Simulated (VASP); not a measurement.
# Ge (P6/mmm) in VASP: a series of runs, part 2 of 2

VASP 6.6.1.

## Step 3: Relaxation of cell and atoms, RPBE

This run uses another cell than the first one, of 19.24 Å³/atom.

INCAR reads:

```
PREC = Accurate
ENCUT = 600
EDIFF = 1E-6
ISMEAR = -1
SIGMA = 0.1
LREAL = False
LASPH = True
NELM = 100
ALGO = Normal
ISIF = 3
LWAVE = False
LCHARG = False
GGA = RP
IBRION = 2
NSW = 80
EDIFFG = -0.01
```

KPOINTS reads:

```
regular mesh
0
Gamma
  8 8 11
```

POSCAR reads:

```
Ge
1.0
    4.7727297598      0.0000000000      0.0000000000
   -2.3863648799      4.1333052174      0.0000000000
    0.0000000000      0.0000000000      2.9256833427
Ge
3
Direct
    0.0000000000      0.0000000000      0.0000000000
    0.3333333333      0.6666666667      0.5000000000
    0.6666666667      0.3333333333      0.5000000000
```

Potentials or basis: VASP PAW PBE potentials, release 64 (Ge_d).

The run is started by

```bash
$ cat potpaw_PBE.64/Ge_d/POTCAR > POTCAR
$ mpirun -np 1 vasp_std > vasp.out
```

OUTCAR:

```text
PREC = Accurate
   ENCUT = 600
   EDIFF = 1E-6
   ISMEAR = -1
   LREAL = False
   LASPH = True
   NELM = 100
   ISIF = 3
   GGA = RP
   IBRION = 2
   NSW = 80
   EDIFFG = -0.01

 ion  position               nearest neighbor table
   1  0.000  0.000  0.000-
   2  0.333  0.667  0.500-   3 2.76   3 2.76   3 2.76
   3  0.667  0.333  0.500-   2 2.76   2 2.76   2 2.76

  LATTYP: Found a hexagonal cell.
 ALAT       =     4.7727297598
 C/A-ratio  =     0.6130000000

  Lattice vectors:

 A1 = (   4.7727297598,   0.0000000000,   0.0000000000)
 A2 = (  -2.3863648799,   4.1333052174,   0.0000000000)
 A3 = (   0.0000000000,   0.0000000000,   2.9256833427)

Analysis of symmetry for initial positions (statically):
=====================================================================
 Subroutine PRICEL returns:
 Original cell was already a primitive cell.

 Routine SETGRP: Setting up the symmetry group for a
 hexagonal supercell.
[... 167 lines left out ...]
  ---------------------------------------------------
  free energy    TOTEN  =       -11.44610676 eV

  energy without entropy =      -11.38774727  energy(sigma->0) =      -11.41692701

------------------------ aborting loop because EDIFF is reached ----------------------------------------

  FORCE on cell =-STRESS in cart. coord.  units (eV):
  Direction    XX          YY          ZZ          XY          YZ          ZX
  --------------------------------------------------------------------------------------
  -------------------------------------------------------------------------------------
  Total        1.4548165      1.4548165     -0.0700815      0.0000000     -0.0000000      0.0000000
  in kB       40.3856572     40.3856572     -1.9454604      0.0000000     -0.0000000      0.0000000
  external PRESSURE =      26.2752847 kB  Pullay stress =       0.0000000 kB
[... 209 lines left out ...]
--------------------------------------- Ionic step        7  -------------------------------------------

 number of electron      41.9999996 magnetization

 Free energy of the ion-electron system (eV)
  ---------------------------------------------------
  ext. energy  EPLUGINS =         0.00000000
  ---------------------------------------------------
  free energy    TOTEN  =       -11.51434546 eV

  energy without entropy =      -11.47037933  energy(sigma->0) =      -11.49236239

 E-fermi :   6.2882     XC(G=0): -10.9325

 val. band max:        6.2720601974   @ k =   0.2500   0.2500   0.3636
 cond. band min:       6.3509420775   @ k =   0.1250   0.1250   0.1818
 fundamental gap:      0.0788818801
 Fermi energy:         6.2882481595

 k-point     1 :       0.0000    0.0000    0.0000
  band No.  band energies     occupation
      1     -18.6352      2.00000
      2     -18.5769      2.00000
      3     -18.5769      2.00000
      4     -18.5302      2.00000
      5     -18.5302      2.00000
      6     -18.4309      2.00000
[... 661 lines left out ...]
     24      10.0148      0.00000
     25      10.5528      0.00000

 [... further k-points ...]
[... 5 lines left out ...]
  --------------------------------------------------------------------------------------
  -------------------------------------------------------------------------------------
  Total        0.0167168      0.0167168     -0.0121021     -0.0000000      0.0000000     -0.0000000
  in kB        0.4495430      0.4495430     -0.3254449     -0.0000000      0.0000000     -0.0000000
  external PRESSURE =       0.1912137 kB  Pullay stress =       0.0000000 kB
[... 18 lines left out ...]
  FREE ENERGIE OF THE ION-ELECTRON SYSTEM (eV)
  ---------------------------------------------------
  free  energy   TOTEN  =       -11.5143454578 eV

  energy  without entropy=      -11.4703793273  energy(sigma->0) =      -11.49236239

 reached required accuracy - stopping structural energy minimisation
```

OSZICAR:

```text
N       E                     dE             d eps       ncg     rms          rms(c)
DAV:   1     0.298137327989E+03    0.29814E+03   -0.23831E+04  3281   0.519E+03
DAV:   2     0.318630254275E+02   -0.26627E+03   -0.26322E+03  3016   0.695E+02
DAV:   3    -0.977042125394E+01   -0.41633E+02   -0.41227E+02  3441   0.186E+02
[... 58 lines left out ...]
DAV:   1    -0.115161064772E+02   -0.18818E-02   -0.26931E-02  3577   0.290E+00    0.248E-01
DAV:   2    -0.115147999360E+02    0.13065E-02   -0.19390E-03  3564   0.756E-01    0.125E-01
DAV:   3    -0.115143784264E+02    0.42151E-03   -0.78509E-04  3809   0.436E-01    0.266E-02
DAV:   4    -0.115143457196E+02    0.32707E-04   -0.76708E-05  3699   0.159E-01    0.699E-03
DAV:   5    -0.115143454578E+02    0.26181E-06   -0.26917E-06  2170   0.254E-02
   7 F= -.11514345E+02 E0= -.11492362E+02  d E =-.405790E-02
```

CONTCAR:

```text
Ge
   1.00000000000000
     4.9456899227839743   -0.0000000000000000   -0.0000000000000000
    -2.4728449613919872    4.2830931123884470    0.0000000000000000
    -0.0000000000000000   -0.0000000000000000    2.8126001219185017
  Ge
     3
Direct
     0.0000000000000000    0.0000000000000000    1.0000000000000000
     0.3333333332999970    0.6666666667000030    0.5000000000000000
     0.6666666667000030    0.3333333332999970    0.5000000000000000

  0.00000000E+00  0.00000000E+00  0.00000000E+00
  0.00000000E+00  0.00000000E+00  0.00000000E+00
  0.00000000E+00  0.00000000E+00  0.00000000E+00
```

Wall time 9.9 min (1 thread of Intel Xeon 8259CL, shared host); peak memory 0.24 GiB.

What came out:

```yaml
Free_energy: -11.5143 eV
Relaxed_volume: 19.86 Å³/atom
Relaxed_cell: a = 4.946 Å, b = 4.946 Å, c = 2.813 Å, α = 90.00°, β = 90.00°, γ = 120.00°
Space_group_after_relaxing_to_0.1_Å: P6/mmm (No. 191)
Energy_gained_by_relaxing: 22.7 meV/atom
Ionic_steps: 7
Pressure_after_relaxing: 0.0 GPa
Band_gap_on_the_k_mesh: zero (bands 21 and 22 overlap by 4.58 eV)
```

Step by step:
| step | energy change (eV) | largest force (eV/Å) | pressure (GPa) | volume (Å³) |
| --- | --- | --- | --- | --- |
| 1 | 0.0000 | 0.0000 | 2.63 | 57.72 |
| 2 | -0.0417 | 0.0000 | -0.24 | 60.38 |
| 3 | -0.0436 | 0.0000 | -1.23 | 61.33 |
| 4 | -0.0610 | 0.0000 | -1.21 | 61.01 |
| 5 | -0.0642 | 0.0000 | -1.05 | 60.83 |
| 6 | -0.0681 | 0.0000 | 0.08 | 59.46 |
| 7 | -0.0682 | 0.0000 | 0.02 | 59.58 |

Final structure:
```yaml
crystal:
  lattice:
    - [4.94569, 0.00000, 0.00000]
    - [-2.47284, 4.28309, 0.00000]
    - [0.00000, 0.00000, 2.81260]
  atoms:
    - { symbol: Ge, position: [0.00000, 0.00000, 0.00000] }
    - { symbol: Ge, position: [0.33333, 0.66667, 0.50000] }
    - { symbol: Ge, position: [0.66667, 0.33333, 0.50000] }
```

Caveat: the PAW data sets were made with another functional, which shifts forces and pressure a little.

## Step 4: Single point, RPBE

INCAR reads:

```
ALGO = Normal ; EDIFF = 1E-6
ENCUT = 520 ; GGA = RP
ISIF = 2 ; ISMEAR = -1
LASPH = T ; LCHARG = T
LELF = T ; LREAL = F
LVHAR = T ; LWAVE = F
NBANDS = 28 ; NELM = 60
PREC = Accurate ; SIGMA = 0.1
```

KPOINTS reads:

```
k-points
0
Gamma
  8 8 11
```

POSCAR reads:

```
Ge
1.0
    4.9469176343      0.0000000000      0.0000000000
   -2.4734588172      4.2841563417      0.0000000000
    0.0000000000      0.0000000000      2.8121672416
Ge
3
Direct
    0.0000000000      0.0000000000      1.0000000000
    0.3333333333      0.6666666667      0.5000000000
    0.6666666667      0.3333333333      0.5000000000
```

Potentials or basis: VASP PAW PBE potentials, release 64 (Ge_d).

The run is started by

```bash
$ cat potpaw_PBE.64/Ge_d/POTCAR > POTCAR
$ mpirun -np 1 vasp_std > vasp.out
```

OUTCAR:

```text
EDIFF = 1E-6
   ENCUT = 520
   GGA = RP
   ISIF = 2
   ISMEAR = -1
   LASPH = T
   LREAL = F
   NELM = 60
   PREC = Accurate

 ion  position               nearest neighbor table
   1  0.000  0.000  0.000-
   2  0.333  0.667  0.500-   3 2.86   3 2.86   3 2.86
   3  0.667  0.333  0.500-   2 2.86   2 2.86   2 2.86

  LATTYP: Found a hexagonal cell.
 ALAT       =     4.9469176343
 C/A-ratio  =     0.5684685797

  Lattice vectors:

 A1 = (   4.9469176343,   0.0000000000,   0.0000000000)
 A2 = (  -2.4734588172,   4.2841563417,   0.0000000000)
 A3 = (   0.0000000000,   0.0000000000,   2.8121672416)

Analysis of symmetry for initial positions (statically):
=====================================================================
 Subroutine PRICEL returns:
 Original cell was already a primitive cell.

 Routine SETGRP: Setting up the symmetry group for a
 hexagonal supercell.

 Subroutine GETGRP returns: Found 24 space group operations
 (whereof 24 operations were pure point group operations)
 out of a pool of 24 trial point group operations.

The static configuration has the point symmetry D_6h.

Analysis of symmetry for dynamics (positions and initial velocities):
=====================================================================
 Subroutine PRICEL returns:
 Original cell was already a primitive cell.

 Routine SETGRP: Setting up the symmetry group for a
 hexagonal supercell.

 Subroutine GETGRP returns: Found 24 space group operations
 (whereof 24 operations were pure point group operations)
 out of a pool of 24 trial point group operations.

[... 106 lines left out ...]
   IBRION =     -1    ionic relax: 0-MD 1-quasi-New 2-CG
   NFREE  =      0    steps in history (QN), initial steepest desc. (CG)
   ISIF   =      2    stress and relaxation
   ISYM   =      2    0-nonsym 1-usesym 2-fastsym
   POTIM  = 0.5000    time-step for ionic-motion
   TEBEG  =    0.0;   TEEND  =   0.0 temperature during run
   PSTRESS=    0.0 pullay stress
   NELECT =      42.0000    total number of electrons
   NUPDOWN=      -1.0000    fix difference up-down
   EMIN   =  10.00;   EMAX   =-10.00  energy-range for DOS
   EFERMI =   0.00;   METHOD = LEGACY
   ISMEAR =    -1;   SIGMA  =   0.10  broadening in eV -4-tet -1-fermi 0-gaus
   EFERMI_NEDOS =   21; number of points for ismear=-14 and -15
   IALGO  =     38    algorithm
   IMIX   =      4    mixing-type and parameters
     AMIX     =   0.40;   BMIX     =  1.00
     AMIX_MAG =   1.60;   BMIX_MAG =  1.00
  volume/ion in A,a.u.               =      19.87       134.07
  Fermi-wavevector in a.u.,A,eV,Ry     =   1.456837  2.753022 28.876641  2.122373
  Thomas-Fermi vector in A             =   2.573708
   LORBIT       =      0    0 simple, 1 ext, 2 COOP (PROOUT), +10 PAW based schemes
   GGA     = RP    functional components
   LHFCALC =     F    Hartree Fock is set to
   AEXX    =    0.0000 exact exchange contribution
   IVDW    =     0    specifies the selected vdW correction
   LEPSILON=     F    determine dielectric tensor
   LRPA    =     F    only Hartree local field effects (RPA)
 non-spin polarized calculation
  energy-cutoff  :      520.00
  volume of cell :       59.60
 maximum number of plane-waves:      1619
 NGX is ok and might be reduce to    40
   NGX = 19   NGY = 19   NGZ = 11

 number of electron      41.9999996 magnetization

 Free energy of the ion-electron system (eV)
  ---------------------------------------------------
  ext. energy  EPLUGINS =         0.00000000
  ---------------------------------------------------
  free energy    TOTEN  =       -11.51353129 eV

  energy without entropy =      -11.46963191  energy(sigma->0) =      -11.49158160

 E-fermi :   6.2846     XC(G=0): -10.9308

 val. band max:        6.2677190177   @ k =   0.2500   0.2500   0.3636
 cond. band min:       6.3475118663   @ k =   0.1250   0.1250   0.1818
 fundamental gap:      0.0797928486
 Fermi energy:         6.2846225793

 k-point     1 :       0.0000    0.0000    0.0000
  band No.  band energies     occupation
      1     -18.6395      2.00000
      2     -18.5813      2.00000
      3     -18.5813      2.00000
      4     -18.5344      2.00000
      5     -18.5344      2.00000
      6     -18.4356      2.00000
[... 733 lines left out ...]
     27      11.4307      0.00000
     28      15.4883      0.00000

 [... further k-points ...]
[... 5 lines left out ...]
  --------------------------------------------------------------------------------------
  -------------------------------------------------------------------------------------
  Total        0.0087829      0.0087829     -0.0026772     -0.0000000      0.0000000     -0.0000000
  in kB        0.2361053      0.2361053     -0.0719690     -0.0000000      0.0000000     -0.0000000
  external PRESSURE =       0.1334139 kB  Pullay stress =       0.0000000 kB

 VOLUME and BASIS-vectors are now :
 -----------------------------------------------------------------------------
  energy-cutoff  :      520.00
  volume of cell :       59.60
      direct lattice vectors                 reciprocal lattice vectors
     4.946917634  0.000000000  0.000000000     0.202146078  0.116709093  0.000000000
    -2.473458817  4.284156342  0.000000000     0.000000000  0.233418186  0.000000000
     0.000000000  0.000000000  2.812167242     0.000000000  0.000000000  0.355597628

 POSITION                                       TOTAL-FORCE (eV/Angst)
 -----------------------------------------------------------------------------------
      0.00000      0.00000      0.00000         0.000000      0.000000      0.000000
     -0.00000      2.85610      1.40608         0.000000      0.000000     -0.000000
      2.47346      1.42805      1.40608        -0.000000      0.000000      0.000000
 -----------------------------------------------------------------------------------
    total drift:                               -0.000000      0.000000      0.000000

  FREE ENERGIE OF THE ION-ELECTRON SYSTEM (eV)
  ---------------------------------------------------
  free  energy   TOTEN  =       -11.5135312893 eV

  energy  without entropy=      -11.4696319073  energy(sigma->0) =      -11.49158160
```

stdout:

```text
POSCAR found type information on POSCAR Ge
 POSCAR found :  1 types and       3 ions
 scaLAPACK will be used
 -----------------------------------------------------------------------------
|                                                                             |
|                                                                             |
|     You enforced a specific xc type in the INCAR file but a different       |
|     I HOPE YOU KNOW WHAT YOU ARE DOING!                                     |
|                                                                             |
 -----------------------------------------------------------------------------

 LDA part: xc-table for (Slater+PW92), standard interpolation
 POSCAR, INCAR and KPOINTS ok, starting setup
 FFT: planning ... GRIDC
 FFT: planning ... GRID_SOFT
 FFT: planning ... GRID
 WAVECAR not read
 entering main loop
```

Run time: 41 s. Hardware: 1 thread of AMD EPYC 9R45 (Zen 5), shared host; peak memory 0.19 GiB.

Results:

```
Free energy            : -11.5135 eV
Pressure               : 0.0 GPa
Band gap on the k mesh : zero (bands 21 and 22 overlap by 4.58 eV)
```

Caveat: the PAW data sets were made with another functional, which shifts forces and pressure a little.

## Step 5: Single point, RPBE (17.48 Å³/atom)

This run uses another cell than the first one, of 17.48 Å³/atom.

INCAR reads:

```
ALGO     = Normal         # electronic algorithm
EDIFF    = 1E-6           # SCF threshold, eV
ENCUT    = 520            # plane-wave cutoff, eV
GGA      = RP             # functional
ISIF     = 2              # what is computed and relaxed
ISMEAR   = -1             # smearing method
LASPH    = True           # aspherical terms in the spheres
LCHARG   = False          # write CHGCAR
LREAL    = False          # projectors in reciprocal space
LWAVE    = False          # write WAVECAR
NBANDS   = 28             # bands
NELM     = 100            # most SCF steps
PREC     = Accurate       # precision mode
SIGMA    = 0.1            # smearing width, eV
```

KPOINTS reads:

```
k-points
0
Gamma
  8 8 13
```

POSCAR reads:

```
Ge
1.0
    4.7405518769      0.0000000000      0.0000000000
   -2.3702759384      4.1054383533      0.0000000000
    0.0000000000      0.0000000000      2.6948547925
Ge
3
Direct
    0.0000000000      0.0000000000      1.0000000000
    0.3333333333      0.6666666667      0.5000000000
    0.6666666667      0.3333333333      0.5000000000
```

The run is started by

```bash
$ cat potpaw_PBE.64/Ge_d/POTCAR > POTCAR
$ mpirun -np 1 vasp_std > vasp.out
```

Wall time 34 s (1 thread of AMD EPYC 9R45 (Zen 5), shared host); peak memory 0.18 GiB.

The run converged. Its results:

* Free energy: -11.3001 eV
* Pressure: 10.2 GPa
* Band gap on the k mesh: zero (bands 21 and 22 overlap by 5.33 eV)

Stress tensor (GPa, compression positive):
```
 9.60  0.00  0.00
 0.00  9.60  0.00
 0.00  0.00 11.41
```

Levels at points of the mesh, in eV from the Fermi level:
```csv
k point,band 19,band 20,band 21,band 22,band 23,band 24
"(0.00, 0.00, 0.00)",-3.62,-3.62,-3.53,-3.53,5.75,9.41
"(0.50, 0.00, 0.00)",-5.90,1.09,1.20,2.86,3.14,4.84
```

Caveat: the cell stands under pressure; the PAW data sets were made with another functional, which shifts forces and pressure a little.

## Step 6: Single point, RPBE (18.28 Å³/atom)

This run uses another cell than the first one, of 18.28 Å³/atom.

INCAR reads:

```
SYSTEM = Ge
  PREC = Accurate
  ENCUT = 520
  EDIFF = 1E-6
  ISMEAR = -1
  SIGMA = 0.1
  LREAL = .FALSE.
  LASPH = .TRUE.
  NELM = 100
  ALGO = Normal
  ISIF = 2
  LWAVE = .FALSE.
  LCHARG = .TRUE.
  GGA = RP
  LELF = .TRUE.
  LVHAR = .TRUE.
  NBANDS = 28
```

KPOINTS reads:

```
regular mesh
0
G
  8 8 13
  0 0 0
```

POSCAR reads:

```
Ge
1.0
    4.8113168154      0.0000000000      0.0000000000
   -2.4056584077      4.1667225878      0.0000000000
    0.0000000000      0.0000000000      2.7350824366
Ge
3
Direct
    0.0000000000      0.0000000000      1.0000000000
    0.3333333333      0.6666666667      0.5000000000
    0.6666666667      0.3333333333      0.5000000000
```

Potentials or basis: VASP PAW PBE potentials, release 64 (Ge_d).

The run is started by

```bash
$ cat potpaw_PBE.64/Ge_d/POTCAR > POTCAR
$ mpirun -np 1 vasp_std > vasp.out
```

It took 35 s on 1 thread of AMD EPYC 9R45 (Zen 5), shared host; peak memory 0.18 GiB.

Results (log left out):

```
Free energy            : -11.4216 eV
Pressure               : 6.0 GPa
Band gap on the k mesh : zero (bands 21 and 22 overlap by 5.02 eV)
```

Stress tensor (GPa, compression positive):
```
5.54 0.00 0.00
0.00 5.54 0.00
0.00 0.00 7.06
```

Levels at points of the mesh, in eV from the Fermi level:
| k point | band 19 | band 20 | band 21 | band 22 | band 23 | band 24 |
| --- | --- | --- | --- | --- | --- | --- |
| (0.00, 0.00, 0.00) | -3.41 | -3.41 | -3.33 | -3.33 | 5.56 | 8.97 |
| (0.50, 0.00, 0.00) | -5.61 | 0.99 | 1.10 | 2.82 | 3.11 | 4.67 |

Caveat: the cell stands under pressure; the PAW data sets were made with another functional, which shifts forces and pressure a little.

## Step 7: The runs side by side

| task | cell | k mesh | cutoff (eV) | gap on the mesh (eV) | pressure (GPa) |
| --- | --- | --- | --- | --- | --- |
| single point | a = 4.947, b = 4.947, c = 2.812 Å, angles 90.0, 90.0, 120.0°, 3 atoms | 10 × 10 × 15 | 520 | none | 0.2 |
| relaxation of cell and atoms | relaxed from a = 4.773, b = 4.773, c = 2.926 Å, angles 90.0, 90.0, 120.0°, 3 atoms | 8 × 8 × 11 | 600 | none | 0.0 |
| single point | a = 4.947, b = 4.947, c = 2.812 Å, angles 90.0, 90.0, 120.0°, 3 atoms | 8 × 8 × 11 | 520 | none | 0.0 |
| single point | a = 4.741, b = 4.741, c = 2.695 Å, angles 90.0, 90.0, 120.0°, 3 atoms | 8 × 8 × 13 | 520 | none | 10.2 |
| single point | a = 4.811, b = 4.811, c = 2.735 Å, angles 90.0, 90.0, 120.0°, 3 atoms | 8 × 8 × 13 | 520 | none | 6.0 |

Alike in all rows: level RPBE; potentials or basis VASP PAW PBE potentials, release 64 (Ge_d); no spin polarisation; smearing fermi-dirac 0.1 eV.

Caveats: the PAW data sets were made with another functional, which shifts forces and pressure a little; the cell stands under pressure (at least some runs).

Absolute energies hang on the potentials; compare differences alone.
